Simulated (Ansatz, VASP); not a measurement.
Two plane-wave programs on Be4Ga2C

```
Be Ga C
1.0
     4.18209    0.00000    0.00000
     0.35559    4.20512    0.00000
     0.80552    1.35828    5.15191
Be Ga C
4 2 1
Direct
  0.88467 0.18572 0.62773
  0.99915 0.71850 0.48903
  0.85567 0.56663 0.87671
  0.73498 0.50374 0.28680
  0.28632 0.66858 0.08352
  0.48603 0.00297 0.40594
  0.13740 0.85386 0.73029
```

Change from the starting cell: the structure that the rattled cell fell into.

Alike in both runs: task single point; functional PBE; k mesh 4 × 4 × 4; occupations gaussian, width 0.1 eV; no spin polarisation.

|  | VASP | Ansatz |
| --- | --- | --- |
| version | VASP 6.6.1 | Ansatz 0.2.0 |
| potentials or method | VASP PAW PBE potentials, release 64 (Be, Ga_d, C), cutoff 520 eV | scalar-relativistic, plane waves, PAW |
| valence electrons in the cell | 38 | 38 |

Ansatz gave:

| Property | Result |
| --- | --- |
| gap on the k mesh at the Fermi level (eV) | none |
| pressure (GPa) | -0.1 |
| traceless stress, the component that is largest in VASP (GPa) | 0.50 |
| rms of the force components (eV/Å) | 0.043 |

Problem. Estimate VASP's values.

Solution. gap on the k mesh at the Fermi level (eV): none; pressure (GPa): 0.1; traceless stress, the component that is largest in VASP (GPa): 0.52; rms of the force components (eV/Å): 0.047.

Atom by atom the forces differ by 0.010 eV/Å (rms over components). A gap of «none» marks a metal or a gap that the smearing closes.

The k mesh is coarse, so the values compare programs but aren't converged.
